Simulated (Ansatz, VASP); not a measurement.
One calculation of BN, two programs

The input INCAR:

```
SYSTEM = BN
  PREC = Accurate
  ENCUT = 520
  EDIFF = 1E-6
  ISMEAR = 0
  SIGMA = 0.05
  LREAL = .False.
  LASPH = .True.
  NELM = 100
  ALGO = Normal
  ISIF = 2
  LWAVE = .False.
  LCHARG = .False.
  GGA = PE
  NBANDS = 16
```

The input KPOINTS:

```
regular mesh
0
Gamma
  12 12 6
  0 0 0
```

File POSCAR:

```
BN
1.0
    2.5539396017      0.0000000000      0.0000000000
   -1.2769698009      2.2117765748      0.0000000000
    0.0000000000      0.0000000000      4.2268550000
B N
2 2
Direct
    0.7175307554      0.4350615108      0.9464929334
    0.3333333333      0.6666666667      0.4997240000
    0.6666666667      0.3333333333      0.6252760000
    0.3333333333      0.6666666667      0.1252760000
```

Input for Ansatz:

```yaml
crystal:
  lattice:
    - [2.5539396017, 0.0, 0.0]
    - [-1.2769698009, 2.2117765748, 0.0]
    - [0.0, 0.0, 4.226855]
  atoms:
    - { symbol: B, position: [0.7175307554, 0.4350615108, 0.9464929334] }
    - { symbol: B, position: [0.3333333333, 0.6666666667, 0.499724] }
    - { symbol: "N", position: [0.6666666667, 0.3333333333, 0.625276] }
    - { symbol: "N", position: [0.3333333333, 0.6666666667, 0.125276] }
basis:
  ecutwfc: 420
kpoints:
  mp_grid: { grid: [12, 12, 6] }
hamiltonian:
  xc: pbe
scf:
  occupations: { method: gaussian, width: 0.05 }
output:
  forces: true
  stress: true
  eigenvalues: true
```

Alike in both runs: task single point; functional PBE; k mesh 12 × 12 × 6; occupations gaussian, width 0.05 eV; no spin polarisation.

|  | VASP | Ansatz |
| --- | --- | --- |
| version | VASP 6.6.1 | Ansatz 0.2.0 |
| potentials or method | VASP PAW PBE potentials, release 64 (B, N), cutoff 520 eV | scalar-relativistic, plane waves, PAW |
| valence electrons in the cell | 16 | 16 |

|  | VASP | Ansatz | Ansatz less VASP |
| --- | --- | --- | --- |
| gap on the k mesh at the Fermi level (eV) | 1.82 | 1.83 | +0.014 |
| least direct gap on the mesh (eV) | 5.17 | 5.18 | +0.002 |
| pressure (GPa) | 12.0 | 11.8 | -0.19 |
| traceless stress, the component that is largest in VASP (GPa) | -10.47 | -10.50 | -0.033 |
| rms of the force components (eV/Å) | 3.310 | 3.305 | -0.0051 |

Atom by atom the forces differ by 0.007 eV/Å (rms over components). The functional is the same, so the differences come from potentials, cutoffs and numerics.
